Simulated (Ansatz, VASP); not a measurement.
**Two plane-wave programs on Co**

INCAR

```
SYSTEM = Co
ALGO     = Normal         ! electronic algorithm
EDIFF    = 1E-7           ! SCF threshold, eV
ENCUT    = 520            ! plane-wave cutoff, eV
GGA      = PE             ! functional
ISIF     = 2              ! what is computed and relaxed
ISMEAR   = -1             ! smearing method
ISPIN    = 2              ! spin polarisation
LASPH    = .TRUE.         ! aspherical terms in the spheres
LCHARG   = .FALSE.        ! write CHGCAR
LMAXMIX  = 4              ! l up to which the mixer works
LORBIT   = 11             ! projections on sites
LREAL    = .FALSE.        ! projectors in reciprocal space
LWAVE    = .FALSE.        ! write WAVECAR
MAGMOM   = 1.7            ! initial moments
NBANDS   = 14             ! bands
NELM     = 150            ! most SCF steps
PREC     = Accurate       ! precision mode
SIGMA    = 0.05           ! smearing width, eV
```

The input KPOINTS:

```
k-points
0
G
  17 17 17
  0 0 0
```

Contents of POSCAR:

```
Co
1.0
    2.2760172841      0.0000000000      0.0000000000
    0.0000000000      2.2760172841      0.0000000000
    0.0000000000      0.0000000000      2.2760172841
Co
1
Direct
    0.0000000000      0.0000000000      0.0000000000
```

Input for Ansatz:

```yaml
crystal:
  lattice:
    - [2.2760172841, 0.0, 0.0]
    - [0.0, 2.2760172841, 0.0]
    - [0.0, 0.0, 2.2760172841]
  atoms:
    - { symbol: Co, position: [0.0, 0.0, 0.0], spin: 1.7 }
magnetization:
  spin_polarized: true
kpoints:
  mp_grid: { grid: [17, 17, 17] }
scf:
  occupations: { method: fermi_dirac, width: 0.05 }
hamiltonian:
  xc: pbe
  pseudopotentials: { kind: paw }
output:
  forces: true
  stress: true
  eigenvalues: true
  populations: true
  write_density: true
  write_potential: true
  elf: true
  volumetric_format: npy
```

Change from the starting cell: volume scaled by 0.92, PAW files.

Alike in both runs: task single point; functional PBE; k mesh 17 × 17 × 17; occupations fermi-dirac, width 0.05 eV; collinear spin.

```csv
,VASP,Ansatz
version,VASP 6.6.1,Ansatz 0.2.0
potentials or method,"VASP PAW PBE potentials, release 64 (Co)","PAW with Ansatz's default frozen-core files, scalar-relativistic"
plane-wave cutoff (eV),520,420
valence electrons in the cell,9,17
```

```tsv
	VASP	Ansatz	Ansatz less VASP
pressure (GPa)	12.3	13.3	+1.04
net moment per atom (μB)	1.73	1.74	+0.007
size of the moment on the site where the two differ most (μB)	1.73	1.74	+0.010
```

Site moments also hang on the region over which each program counts them. VASP's potentials hold 9 valence electrons a cell and Ansatz's 17, so a difference there can come from the potentials and not from the codes.
